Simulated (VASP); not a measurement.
# In (C2/m) in VASP: further runs

Runs on In. Level: LDA. Tasks: electric field gradients.

All numbers are computed with VASP 6.6.1; they aren't measurements. Logs are shortened: lines on timing, memory, paths and dates and some standing lists are left out, and cuts for length are marked.

### Step 1. The cell of the first run

It takes space group C2/m (No. 12, monoclinic). The conventional cell has a = 4.577 Å, b = 4.622 Å, c = 3.346 Å, α = 90.00°, β = 132.33°, γ = 90.00°. Within 4.3 Å of In (site symmetry 2/m) lie 12 In at 3.25 to 3.39 Å.

### Step 2. Electric field gradients, LDA (equal xy, yz and zx shear strains of -1 %)

The input, INCAR:

```
SYSTEM = In
PREC = Accurate ; ENCUT = 520
EDIFF = 1E-8 ; ISMEAR = -1
SIGMA = 0.05 ; LREAL = .False.
LASPH = .True. ; NELM = 100
ALGO = Normal ; ISIF = 2
LWAVE = .False. ; LCHARG = .False.
LEFG = .True. ; NBANDS = 12
```

The input, KPOINTS:

```
Automatic mesh
0
Gamma
  14 14 14
  0 0 0
```

The input, POSCAR:

```
In
1.0
   -1.6466505000      1.6219110000      2.4739500000
    1.6219110000     -1.6466505000      2.4739500000
    1.6303890000      1.6303890000     -2.4902115000
In
1
Direct
    0.0000000000      0.0000000000      0.0000000000
```

Potentials or basis: VASP PAW LDA potentials, release 64 (In_d).

The run is started by

```
$ cat potpaw_LDA.64/In_d/POTCAR > POTCAR
$ mpirun -np 1 vasp_std > vasp.out
```

OUTCAR:

```text
SYSTEM = In
   PREC = Accurate
   ENCUT = 520
   EDIFF = 1E-8
   ISMEAR = -1
   LREAL = .False.
   LASPH = .True.
   NELM = 100
   ISIF = 2

 ion  position               nearest neighbor table
   1  0.000  0.000  0.000-

  Warning from LATTYP: Got some problem with cell dimensions!
  Tried to take original basis but could not verify dimensions!
  LATTYP: Found a base centered monoclinic cell.
 ALAT       =     4.5765650976
 B/A-ratio  =     1.0100247465
 C/A-ratio  =     0.7311400838
 COS(beta)  =    -0.6733814680

  Lattice vectors:

 A1 = (  -3.2523000000,   0.0162615000,   0.0162615000)
 A2 = (   0.0162615000,  -3.2523000000,   0.0162615000)
 A3 = (   1.6056495000,   1.6056495000,   2.4576885000)

Analysis of symmetry for initial positions (statically):
=====================================================================
 Subroutine PRICEL returns:
 Original cell was already a primitive cell.

 Routine SETGRP: Setting up the symmetry group for a
 base centered monoclinic supercell.

 Subroutine GETGRP returns: Found  4 space group operations
 (whereof  4 operations were pure point group operations)
 out of a pool of  4 trial point group operations.

The static configuration has the point symmetry C_2h.

Analysis of symmetry for dynamics (positions and initial velocities):
=====================================================================
 Subroutine PRICEL returns:
 Original cell was already a primitive cell.

 Routine SETGRP: Setting up the symmetry group for a
 base centered monoclinic supercell.

 Subroutine GETGRP returns: Found  4 space group operations
 (whereof  4 operations were pure point group operations)
 out of a pool of  4 trial point group operations.

The dynamic configuration has the point symmetry C_2h.

 Subroutine INISYM returns: Found  4 space group operations
 (whereof  4 operations are pure point group operations),
 and found     1 'primitive' translations

----------------------------------------------------------------------------------------

                                     Primitive cell

  volume of cell :      26.1661

  direct lattice vectors                    reciprocal lattice vectors
    -1.646650500  1.621911000  2.473950000     0.002560835  0.308505821  0.203661277
     1.621911000 -1.646650500  2.473950000     0.308505821  0.002560835  0.203661277
     1.630389000  1.630389000 -2.490211500     0.309035339  0.309035339  0.003090353

  length of vectors
     3.385628710  3.385628710  3.393742757     0.369675960  0.369675960  0.437052893

  position of ions in fractional coordinates (direct lattice)
     0.000000000  0.000000000  0.000000000

  ion indices of the primitive-cell ions
   primitive index   ion index
                 1           1

----------------------------------------------------------------------------------------

 KPOINTS: Automatic mesh

Automatic generation of k-mesh.
 Grid dimensions read from file:
 generate k-points for:   14   14   14

 Generating k-lattice:

  Cartesian coordinates                     Fractional coordinates (reciprocal lattice)
     0.000182917  0.022036130  0.014547234     0.071428571 -0.000000000  0.000000000
     0.022036130  0.000182917  0.014547234    -0.000000000  0.071428571  0.000000000
     0.022073953  0.022073953  0.000220740    -0.000000000 -0.000000000  0.071428571

  Length of vectors
     0.026405426  0.026405426  0.031218064

  Shift w.r.t. Gamma in fractional coordinates (k-lattice)
     0.000000000  0.000000000  0.000000000

 Subroutine IBZKPT returns following result:
 ===========================================

 Found    744 irreducible k-points:

 Following reciprocal coordinates:
            Coordinates               Weight
  0.000000  0.000000  0.000000      1.000000
  0.071429  0.000000  0.000000      4.000000
  0.142857  0.000000 -0.000000      4.000000
  0.214286  0.000000  0.000000      4.000000
  0.285714 -0.000000  0.000000      4.000000
  0.357143  0.000000 -0.000000      4.000000
[... 16 lines left out ...]
  0.214286  0.142857 -0.000000      4.000000
  0.285714  0.142857 -0.000000      4.000000
 [... further k-points ...]
   k-points           NKPTS =    744   k-points in BZ     NKDIM =    744   number of bands    NBANDS=     12
   number of dos      NEDOS =    301   number of ions     NIONS =      1
   total plane-waves  NPLWV =  21952
   dimension x,y,z NGX =    28 NGY =   28 NGZ =   28
   dimension x,y,z NGXF=    56 NGYF=   56 NGZF=   56
   ions per type =               1
   NGX,Y,Z   is equivalent  to a cutoff of  13.75, 13.75, 13.72 a.u.
   NGXF,Y,Z  is equivalent  to a cutoff of  27.50, 27.50, 27.43 a.u.
 SYSTEM =  In
   PREC   = accura    normal or accurate (medium, high low for compatibility)
   ISTART =      0    job   : 0-new  1-cont  2-samecut
   ICHARG =      2    charge: 1-file 2-atom 10-const
   ISPIN  =      1    spin polarized calculation?
   LNONCOLLINEAR =      F non collinear calculations
   LSORBIT =      F    spin-orbit coupling
   LASPH  =      T    aspherical Exc in radial PAW
   ENCUT  =  520.0 eV  38.22 Ry    6.18 a.u.   6.30  6.30  6.31*2*pi/ulx,y,z
   NELM   =    100;   NELMIN=  2; NELMDL= -5     # of ELM steps
   EDIFF  = 0.1E-07   stopping-criterion for ELM
   LREAL  =      F    real-space projection
   EDIFFG = 0.1E-06   stopping-criterion for IOM
   NSW    =      0    number of steps for IOM
   IBRION =     -1    ionic relax: 0-MD 1-quasi-New 2-CG
   NFREE  =      0    steps in history (QN), initial steepest desc. (CG)
   ISIF   =      2    stress and relaxation
   ISYM   =      2    0-nonsym 1-usesym 2-fastsym
   POTIM  = 0.5000    time-step for ionic-motion
   TEBEG  =    0.0;   TEEND  =   0.0 temperature during run
   PSTRESS=    0.0 pullay stress
   NELECT =      13.0000    total number of electrons
   NUPDOWN=      -1.0000    fix difference up-down
   EMIN   =  10.00;   EMAX   =-10.00  energy-range for DOS
   EFERMI =   0.00;   METHOD = LEGACY
   ISMEAR =    -1;   SIGMA  =   0.05  broadening in eV -4-tet -1-fermi 0-gaus
   EFERMI_NEDOS =   21; number of points for ismear=-14 and -15
   IALGO  =     38    algorithm
   IMIX   =      4    mixing-type and parameters
     AMIX     =   0.40;   BMIX     =  1.00
     AMIX_MAG =   1.60;   BMIX_MAG =  1.00
  volume/ion in A,a.u.               =      26.17       176.58
  Fermi-wavevector in a.u.,A,eV,Ry     =   1.296610  2.450238 22.874091  1.681198
  Thomas-Fermi vector in A             =   2.428056
   LORBIT       =      0    0 simple, 1 ext, 2 COOP (PROOUT), +10 PAW based schemes
   GGA     = CA    functional components
   LHFCALC =     F    Hartree Fock is set to
   AEXX    =    0.0000 exact exchange contribution
   IVDW    =     0    specifies the selected vdW correction
   LEPSILON=     F    determine dielectric tensor
   LRPA    =     F    only Hartree local field effects (RPA)
 non-spin polarized calculation
  energy-cutoff  :      520.00
  volume of cell :       26.17
 maximum number of plane-waves:       723
 NGX is ok and might be reduce to    28
   NGX = 13   NGY = 13   NGZ = 13

 number of electron      13.0000005 magnetization

 Free energy of the ion-electron system (eV)
  ---------------------------------------------------
  ext. energy  EPLUGINS =         0.00000000
  ---------------------------------------------------
  free energy    TOTEN  =        -3.20819867 eV

  energy without entropy =       -3.20480522  energy(sigma->0) =       -3.20650195

 E-fermi :   7.2404     XC(G=0): -10.5262

 val. band max:        7.2248973818   @ k =  -0.2143   0.0714   0.4286
 cond. band min:       7.2489077197   @ k =  -0.2857   0.3571   0.3571
 fundamental gap:      0.0240103379
 Fermi energy:         7.2404347649

 k-point     1 :       0.0000    0.0000    0.0000
  band No.  band energies     occupation
      1      -7.4081      2.00000
      2      -7.3088      2.00000
      3      -7.2952      2.00000
      4      -7.2182      2.00000
      5      -7.1119      2.00000
      6      -2.3487      2.00000
      7      17.5037      0.00000
      8      17.6239      0.00000
      9      17.9113      0.00000
     10      18.9275      0.00000
     11      21.0989      0.00000
     12      21.3299      0.00000

 k-point     2 :       0.0714    0.0000    0.0000
  band No.  band energies     occupation
      1      -7.3994      2.00000
      2      -7.3046      2.00000
      3      -7.2906      2.00000
      4      -7.2175      2.00000
      5      -7.1154      2.00000
      6      -2.2359      2.00000
      7      16.4772      0.00000
      8      17.2991      0.00000
      9      17.5199      0.00000
     10      18.6892      0.00000
     11      21.4380      0.00000
     12      21.7006      0.00000

 k-point     3 :       0.1429    0.0000   -0.0000
  band No.  band energies     occupation
      1      -7.3816      2.00000
      2      -7.3055      2.00000
      3      -7.2710      2.00000
      4      -7.2070      2.00000
      5      -7.1224      2.00000
      6      -1.8950      2.00000
      7      14.0815      0.00000
      8      16.7102      0.00000
      9      17.1752      0.00000
     10      18.6096      0.00000
     11      20.9239      0.00000
     12      22.3099      0.00000
[... 286 lines left out ...]
 k-point    23 :       0.2143    0.1429   -0.0000
  band No.  band energies     occupation
      1      -7.3543      2.00000
      2      -7.2955      2.00000
      3      -7.2424      2.00000
      4      -7.1873      2.00000
      5      -7.0838      2.00000
      6      -0.4193      2.00000
      7      10.5016      0.00000
      8      12.5650      0.00000
      9      16.1010      0.00000
     10      19.0904      0.00000
     11      19.9002      0.00000
     12      21.1082      0.00000

 k-point    24 :       0.2857    0.1429   -0.0000
  band No.  band energies     occupation
      1      -7.3482      2.00000
      2      -7.3189      2.00000
      3      -7.2520      2.00000
      4      -7.1295      2.00000
      5      -7.0648      2.00000
      6       0.5402      2.00000
      7       8.3174      0.00000
      8      12.4224      0.00000
      9      15.2294      0.00000
     10      18.2030      0.00000
     11      19.9029      0.00000
     12      21.5273      0.00000

 [... further k-points ...]
[... 5 lines left out ...]
  --------------------------------------------------------------------------------------
  -------------------------------------------------------------------------------------
  Total       -0.4566115     -0.4566115     -0.3983657      0.0112354      0.0054842      0.0054842
  in kB      -27.9587633    -27.9587633    -24.3923211      0.6879518      0.3358014      0.3358025
  external PRESSURE =     -26.7699493 kB  Pullay stress =       0.0000000 kB

 VOLUME and BASIS-vectors are now :
 -----------------------------------------------------------------------------
  energy-cutoff  :      520.00
  volume of cell :       26.17
      direct lattice vectors                 reciprocal lattice vectors
    -1.646650500  1.621911000  2.473950000     0.002560835  0.308505821  0.203661277
     1.621911000 -1.646650500  2.473950000     0.308505821  0.002560835  0.203661277
     1.630389000  1.630389000 -2.490211500     0.309035339  0.309035339  0.003090353

 POSITION                                       TOTAL-FORCE (eV/Angst)
 -----------------------------------------------------------------------------------
      0.00000      0.00000      0.00000         0.000000     -0.000000      0.000000
 -----------------------------------------------------------------------------------
    total drift:                               -0.000000     -0.000000     -0.000000

  FREE ENERGIE OF THE ION-ELECTRON SYSTEM (eV)
  ---------------------------------------------------
  free  energy   TOTEN  =        -3.2081986745 eV

  energy  without entropy=       -3.2048052206  energy(sigma->0) =       -3.20650195

 Electric field gradients (V/A^2)
---------------------------------------------------------------------
 ion       V_xx      V_yy      V_zz      V_xy      V_xz      V_yz
---------------------------------------------------------------------
   1     -10.882   -10.882    21.764    -1.672    -2.181    -2.181
---------------------------------------------------------------------

 Electric field gradients after diagonalization (V/A^2)
 (convention: |V_zz| > |V_xx| > |V_yy|)
----------------------------------------------------------------------
 ion       V_xx      V_yy      V_zz     asymmetry (V_yy - V_xx)/ V_zz
----------------------------------------------------------------------
   1     -12.829    -9.210    22.039       0.164
----------------------------------------------------------------------

           NMR quadrupolar parameters

 Cq : quadrupolar parameter    Cq=e*Q*V_zz/h
 eta: asymmetry parameters     (V_yy - V_xx)/ V_zz
 Q  : nuclear electric quadrupole moment in mb (millibarn)
----------------------------------------------------------------------
 ion       Cq(MHz)       eta       Q (mb)
----------------------------------------------------------------------
   1       0.053       0.164       1.000
----------------------------------------------------------------------
```

Wall time 3.7 min (1 thread of Intel Xeon 6975P-C, shared host); peak memory 0.33 GiB.

What came out:

```
Free energy : -3.2082 eV
Pressure    : -2.7 GPa
```

Electric field gradients, principal values (V/Å²):
| atom | least | middle | greatest (by size) |
| --- | --- | --- | --- |
| 1 In | -9.210 | -12.829 | 22.039 |

Caveat: the cell differs from its parent crystal (equal xy, yz and zx shear strains of -1 %); without QUAD_EFG the Cq values of the log hold for a quadrupole moment of 1 mb, not for the nuclei; spin-orbit coupling is left out, which moves the levels of the heavy elements.

### Step 3. Electric field gradients, LDA (equal xy, yz and zx shear strains of +1 %)

The input, INCAR:

```
SYSTEM = In
PREC     = Accurate       ! precision mode
ENCUT    = 520            ! plane-wave cutoff, eV
EDIFF    = 1E-8           ! SCF threshold, eV
ISMEAR   = -1             ! smearing method
SIGMA    = 0.05           ! smearing width, eV
LREAL    = .FALSE.        ! projectors in reciprocal space
LASPH    = .TRUE.         ! aspherical terms in the spheres
NELM     = 100            ! most SCF steps
ALGO     = Normal         ! electronic algorithm
ISIF     = 2              ! what is computed and relaxed
LWAVE    = .FALSE.        ! write WAVECAR
LCHARG   = .FALSE.        ! write CHGCAR
LEFG     = .TRUE.       
NBANDS   = 12             ! bands
```

The input, KPOINTS:

```
Automatic mesh
0
G
  14 14 14
  0 0 0
```

The input, POSCAR:

```
In
1.0
   -1.6056495000      1.6303890000      2.4739500000
    1.6303890000     -1.6056495000      2.4739500000
    1.6219110000      1.6219110000     -2.4576885000
In
1
Direct
    0.0000000000      0.0000000000      0.0000000000
```

Potentials or basis: VASP PAW LDA potentials, release 64 (In_d).

The run is started by

```
$ cat potpaw_LDA.64/In_d/POTCAR > POTCAR
$ mpirun -np 1 vasp_std > vasp.out
```

OUTCAR:

```text
SYSTEM = In
   PREC = Accurate
   ENCUT = 520
   EDIFF = 1E-8
   ISMEAR = -1
   LREAL = .FALSE.
   LASPH = .TRUE.
   NELM = 100
   ISIF = 2

 ion  position               nearest neighbor table
   1  0.000  0.000  0.000-

  Warning from LATTYP: Got some problem with cell dimensions!
  Tried to take original basis but could not verify dimensions!
  LATTYP: Found a base centered monoclinic cell.
 ALAT       =     4.6225584154
 B/A-ratio  =     0.9900252466
 C/A-ratio  =     0.7272507266
 COS(beta)  =    -0.6771396136

  Lattice vectors:

 A1 = (  -0.0162615000,  -3.2523000000,  -0.0162615000)
 A2 = (  -3.2523000000,  -0.0162615000,  -0.0162615000)
 A3 = (   1.6219110000,   1.6219110000,  -2.4576885000)

Analysis of symmetry for initial positions (statically):
=====================================================================
 Subroutine PRICEL returns:
 Original cell was already a primitive cell.

 Routine SETGRP: Setting up the symmetry group for a
[... 546 lines left out ...]
 -----------------------------------------------------------------------------
  energy-cutoff  :      520.00
  volume of cell :       26.17
      direct lattice vectors                 reciprocal lattice vectors
    -1.605649500  1.630389000  2.473950000    -0.002535353  0.306484456  0.200586198
     1.630389000 -1.605649500  2.473950000     0.306484456 -0.002535353  0.200586198
     1.621911000  1.621911000 -2.457688500     0.305960207  0.305960207 -0.003059602

 POSITION                                       TOTAL-FORCE (eV/Angst)
 -----------------------------------------------------------------------------------
      0.00000      0.00000      0.00000         0.000000     -0.000000      0.000000
 -----------------------------------------------------------------------------------
    total drift:                               -0.000000     -0.000000     -0.000000

  FREE ENERGIE OF THE ION-ELECTRON SYSTEM (eV)
  ---------------------------------------------------
  free  energy   TOTEN  =        -3.2082260049 eV

  energy  without entropy=       -3.2048085642  energy(sigma->0) =       -3.20651728

 Electric field gradients (V/A^2)
---------------------------------------------------------------------
 ion       V_xx      V_yy      V_zz      V_xy      V_xz      V_yz
---------------------------------------------------------------------
   1     -10.831   -10.831    21.662     1.479     1.766     1.766
---------------------------------------------------------------------

 Electric field gradients after diagonalization (V/A^2)
 (convention: |V_zz| > |V_xx| > |V_yy|)
----------------------------------------------------------------------
 ion       V_xx      V_yy      V_zz     asymmetry (V_yy - V_xx)/ V_zz
----------------------------------------------------------------------
   1     -12.309    -9.552    21.861       0.126
----------------------------------------------------------------------

           NMR quadrupolar parameters

 Cq : quadrupolar parameter    Cq=e*Q*V_zz/h
 eta: asymmetry parameters     (V_yy - V_xx)/ V_zz
 Q  : nuclear electric quadrupole moment in mb (millibarn)
----------------------------------------------------------------------
 ion       Cq(MHz)       eta       Q (mb)
----------------------------------------------------------------------
   1       0.053       0.126       1.000
----------------------------------------------------------------------
```

Run time: 3.2 min. Hardware: 1 thread of Intel Xeon 6975P-C, shared host; peak memory 0.33 GiB.

Results:

```yaml
Free_energy: -3.2082 eV
Pressure: -2.7 GPa
```

Stress tensor (GPa, compression positive):
```
-2.80 -0.05 -0.02
-0.05 -2.80 -0.02
-0.02 -0.02 -2.42
```

Levels at points of the mesh, in eV from the Fermi level:
```
           k point  band 2  band 3  band 4  band 5  band 6  band 7  band 8  band 9  band 10  band 11
(0.00, 0.00, 0.00)  -14.55  -14.54  -14.46  -14.35   -9.59   10.28   10.35   10.67    11.68    13.85
(0.50, 0.00, 0.00)  -14.61  -14.53  -14.27  -14.23   -4.46   -3.40    7.54    9.08    11.20    11.61
(0.50, 0.50, 0.00)  -14.71  -14.26  -14.24  -14.16   -1.92   -1.68    3.32    3.87     6.91     7.45
(0.00, 0.00, 0.50)  -14.71  -14.27  -14.25  -14.16   -2.03   -1.85    3.50    3.96     7.15     7.50
(0.50, 0.00, 0.50)  -14.62  -14.52  -14.26  -14.23   -4.32   -3.35    7.28    8.92    11.17    11.33
(0.50, 0.50, 0.50)  -14.71  -14.25  -14.22  -14.22   -3.02   -2.69    4.62    4.67     8.23     8.27
```

Electric field gradients, principal values (V/Å²):
| atom | least | middle | greatest (by size) |
| --- | --- | --- | --- |
| 1 In | -9.552 | -12.309 | 21.861 |

Caveat: the cell differs from its parent crystal (equal xy, yz and zx shear strains of +1 %); without QUAD_EFG the Cq values of the log hold for a quadrupole moment of 1 mb, not for the nuclei; spin-orbit coupling is left out, which moves the levels of the heavy elements.
